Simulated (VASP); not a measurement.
# Zr (P6_3/mmc) in VASP: a series of runs

Zr is run at these levels: LDA; tasks: single point, relaxation of cell and atoms.

Everything below comes from runs of VASP 6.6.1. Logs are shortened: lines on timing, memory, paths and dates and some standing lists are left out, and cuts for length are marked.

**1. The cell of the first run**

It takes space group P6_3/mmc (No. 194, hexagonal). The conventional cell has a = 3.149 Å, b = 3.149 Å, c = 5.074 Å, α = 90.00°, β = 90.00°, γ = 120.00°. Within 4.1 Å of Zr (site symmetry -6m2) lie 12 Zr at 3.12 to 3.15 Å.

**2. Single point, LDA**

The input, INCAR:

```
ALGO     = Fast           # electronic algorithm
EDIFF    = 1E-6           # SCF threshold, eV
ENCUT    = 520            # plane-wave cutoff, eV
GGA      = CA             # functional
ISIF     = 2              # what is computed and relaxed
ISMEAR   = 1              # smearing method
LASPH    = T              # aspherical terms in the spheres
LCHARG   = T              # write CHGCAR
LELF     = T              # ELF
LREAL    = F              # projectors in reciprocal space
LVHAR    = T            
LWAVE    = F              # write WAVECAR
NBANDS   = 19             # bands
NELM     = 60             # most SCF steps
PREC     = Accurate       # precision mode
SIGMA    = 0.1            # smearing width, eV
```

The input, KPOINTS:

```
k-points
0
Gamma
  18 18 10
```

The input, POSCAR:

```
Zr
1.0
    3.1488405520      0.0000000000      0.0000000000
   -1.5744202760      2.7269759105      0.0000000000
    0.0000000000      0.0000000000      5.0740664970
Zr
2
Direct
    0.3333333333      0.6666666667      0.2500000000
    0.6666666667      0.3333333333      0.7500000000
```

Potentials or basis: VASP PAW LDA potentials, release 64 (Zr_sv).

Started as:

```console
$ cat potpaw_LDA.64/Zr_sv/POTCAR > POTCAR
$ mpirun -np 1 vasp_std > vasp.out
```

OUTCAR:

```text
EDIFF = 1E-6
   ENCUT = 520
   GGA = CA
   ISIF = 2
   ISMEAR = 1
   LASPH = T
   LREAL = F
   NELM = 60
   PREC = Accurate

 ion  position               nearest neighbor table
   1  0.333  0.667  0.250-   2 3.12   2 3.12   2 3.12   2 3.12   2 3.12   2 3.12
   2  0.667  0.333  0.750-   1 3.12   1 3.12   1 3.12   1 3.12   1 3.12   1 3.12

  LATTYP: Found a hexagonal cell.
 ALAT       =     3.1488405520
 C/A-ratio  =     1.6114078859

  Lattice vectors:

 A1 = (   3.1488405520,   0.0000000000,   0.0000000000)
 A2 = (  -1.5744202760,   2.7269759105,   0.0000000000)
 A3 = (   0.0000000000,   0.0000000000,   5.0740664970)

Analysis of symmetry for initial positions (statically):
=====================================================================
 Subroutine PRICEL returns:
 Original cell was already a primitive cell.

 Routine SETGRP: Setting up the symmetry group for a
 hexagonal supercell.

 Subroutine GETGRP returns: Found 24 space group operations
 (whereof 12 operations were pure point group operations)
 out of a pool of 24 trial point group operations.

The static configuration has the point symmetry D_3d.
 The point group associated with its full space group is D_6h.

Analysis of symmetry for dynamics (positions and initial velocities):
=====================================================================
 Subroutine PRICEL returns:
 Original cell was already a primitive cell.

 Routine SETGRP: Setting up the symmetry group for a
 hexagonal supercell.

 Subroutine GETGRP returns: Found 24 space group operations
 (whereof 12 operations were pure point group operations)
 out of a pool of 24 trial point group operations.

The dynamic configuration has the point symmetry D_3d.
 The point group associated with its full space group is D_6h.

 Subroutine INISYM returns: Found 24 space group operations
 (whereof 12 operations are pure point group operations),
 and found     1 'primitive' translations

----------------------------------------------------------------------------------------

                                     Primitive cell

  volume of cell :      43.5701

[... 81 lines left out ...]
   ICHARG =      2    charge: 1-file 2-atom 10-const
   ISPIN  =      1    spin polarized calculation?
   LNONCOLLINEAR =      F non collinear calculations
   LSORBIT =      F    spin-orbit coupling
   LASPH  =      T    aspherical Exc in radial PAW
   ENCUT  =  520.0 eV  38.22 Ry    6.18 a.u.   5.85  5.85  9.43*2*pi/ulx,y,z
   NELM   =     60;   NELMIN=  2; NELMDL= -5     # of ELM steps
   EDIFF  = 0.1E-05   stopping-criterion for ELM
   LREAL  =      F    real-space projection
   EDIFFG = 0.1E-04   stopping-criterion for IOM
   NSW    =      0    number of steps for IOM
   IBRION =     -1    ionic relax: 0-MD 1-quasi-New 2-CG
   NFREE  =      0    steps in history (QN), initial steepest desc. (CG)
   ISIF   =      2    stress and relaxation
   ISYM   =      2    0-nonsym 1-usesym 2-fastsym
   POTIM  = 0.5000    time-step for ionic-motion
   TEBEG  =    0.0;   TEEND  =   0.0 temperature during run
   PSTRESS=    0.0 pullay stress
   NELECT =      24.0000    total number of electrons
   NUPDOWN=      -1.0000    fix difference up-down
   EMIN   =  10.00;   EMAX   =-10.00  energy-range for DOS
   EFERMI =   0.00;   METHOD = LEGACY
   ISMEAR =     1;   SIGMA  =   0.10  broadening in eV -4-tet -1-fermi 0-gaus
   EFERMI_NEDOS =   21; number of points for ismear=-14 and -15
   IALGO  =     68    algorithm
   IMIX   =      4    mixing-type and parameters
     AMIX     =   0.40;   BMIX     =  1.00
     AMIX_MAG =   1.60;   BMIX_MAG =  1.00
  volume/ion in A,a.u.               =      21.79       147.01
  Fermi-wavevector in a.u.,A,eV,Ry     =   1.341990  2.535993 24.503229  1.800937
  Thomas-Fermi vector in A             =   2.470179
   LORBIT       =      0    0 simple, 1 ext, 2 COOP (PROOUT), +10 PAW based schemes
   GGA     = CA    functional components
   LHFCALC =     F    Hartree Fock is set to
   AEXX    =    0.0000 exact exchange contribution
   IVDW    =     0    specifies the selected vdW correction
   LEPSILON=     F    determine dielectric tensor
   LRPA    =     F    only Hartree local field effects (RPA)
 non-spin polarized calculation
 RMM-DIIS sequential band-by-band and
 Methfessel and Paxton  Order N= 1 SIGMA  =   0.10
  energy-cutoff  :      520.00
  volume of cell :       43.57
 maximum number of plane-waves:      1194
 NGX is ok and might be reduce to    24
   NGX = 11   NGY = 11   NGZ = 19

 number of electron      23.9999999 magnetization

 Free energy of the ion-electron system (eV)
  ---------------------------------------------------
  ext. energy  EPLUGINS =         0.00000000
  ---------------------------------------------------
  free energy    TOTEN  =       -18.58268099 eV

  energy without entropy =      -18.58229636  energy(sigma->0) =      -18.58255278

 E-fermi :   9.5690     XC(G=0): -11.6001

 val. band max:        9.5668827845   @ k =   0.3333   0.1667   0.4000
 cond. band min:       9.5720169448   @ k =   0.3333   0.1667   0.3000
 fundamental gap:      0.0051341603
 Fermi energy:         9.5690356852

 k-point     1 :       0.0000    0.0000    0.0000
  band No.  band energies     occupation
      1     -38.8879      2.00000
      2     -38.6884      2.00000
      3     -17.6789      2.00000
      4     -16.5920      2.00000
      5     -16.5920      2.00000
      6     -16.4436      2.00000
[... 505 lines left out ...]
      6     -16.9073      2.00000
[... 11 lines left out ...]
     18      14.9749      0.00000
     19      15.9882      0.00000

 [... further k-points ...]

------------------------ aborting loop because EDIFF is reached ----------------------------------------

  FORCE on cell =-STRESS in cart. coord.  units (eV):
  Direction    XX          YY          ZZ          XY          YZ          ZX
  --------------------------------------------------------------------------------------
  -------------------------------------------------------------------------------------
  Total        0.0134786      0.0134786      0.0295460      0.0000000      0.0000000      0.0000000
  in kB        0.4956395      0.4956395      1.0864797      0.0000000      0.0000000      0.0000000
  external PRESSURE =       0.6925863 kB  Pullay stress =       0.0000000 kB

 VOLUME and BASIS-vectors are now :
 -----------------------------------------------------------------------------
  energy-cutoff  :      520.00
  volume of cell :       43.57
      direct lattice vectors                 reciprocal lattice vectors
     3.148840552  0.000000000  0.000000000     0.317577211  0.183353288  0.000000000
    -1.574420276  2.726975911  0.000000000     0.000000000  0.366706576  0.000000000
     0.000000000  0.000000000  5.074066497     0.000000000  0.000000000  0.197080586

 POSITION                                       TOTAL-FORCE (eV/Angst)
 -----------------------------------------------------------------------------------
     -0.00000      1.81798      1.26852        -0.000000     -0.000000      0.000000
      1.57442      0.90899      3.80555         0.000000      0.000000      0.000000
 -----------------------------------------------------------------------------------
    total drift:                               -0.000000      0.000000     -0.000000

  FREE ENERGIE OF THE ION-ELECTRON SYSTEM (eV)
  ---------------------------------------------------
  free  energy   TOTEN  =       -18.5826809892 eV

  energy  without entropy=      -18.5822963579  energy(sigma->0) =      -18.58255278
```

OSZICAR:

```text
N       E                     dE             d eps       ncg     rms          rms(c)
DAV:   1     0.216294834437E+03    0.21629E+03   -0.13376E+04  8436   0.127E+03
DAV:   2    -0.314809678563E+01   -0.21944E+03   -0.21502E+03  9791   0.372E+02
DAV:   3    -0.188782517624E+02   -0.15730E+02   -0.15604E+02 15109   0.728E+01
[... 13 lines left out ...]
RMM:  17    -0.185826438363E+02   -0.30546E-04   -0.24348E-05 11987   0.412E-02    0.110E-01
RMM:  18    -0.185826673772E+02   -0.23541E-04   -0.23649E-05 12454   0.487E-02    0.608E-02
RMM:  19    -0.185826774065E+02   -0.10029E-04   -0.13829E-05 11563   0.352E-02    0.291E-02
RMM:  20    -0.185826801229E+02   -0.27164E-05   -0.67431E-06  9680   0.222E-02    0.121E-02
RMM:  21    -0.185826809892E+02   -0.86631E-06   -0.39620E-06  8219   0.141E-02
   1 F= -.18582681E+02 E0= -.18582553E+02  d E =-.384631E-03
```

Run time: 6.7 min. Hardware: 1 thread of Intel Xeon 8259CL, shared host; peak memory 0.26 GiB.

Results:

```
Free energy            : -18.5827 eV
Pressure               : 0.1 GPa
Band gap on the k mesh : zero (bands 12 and 13 overlap by 1.21 eV)
```

Levels at points of the mesh, in eV from the Fermi level:
```csv
k point,band 9,band 10,band 11,band 12,band 13,band 14,band 15,band 16
"(0.00, 0.00, 0.00)",-5.75,-3.24,0.84,0.84,0.89,1.42,1.57,1.57
"(0.50, 0.00, 0.00)",-2.83,-2.62,-2.38,0.02,0.54,0.77,1.49,5.33
"(0.00, 0.00, 0.50)",-3.99,-3.99,-0.03,-0.03,0.76,0.76,0.76,0.76
"(0.50, 0.00, 0.50)",-3.09,-3.09,-1.25,-1.25,1.94,1.94,2.34,2.34
```

(Continued in part 2 of 2.)
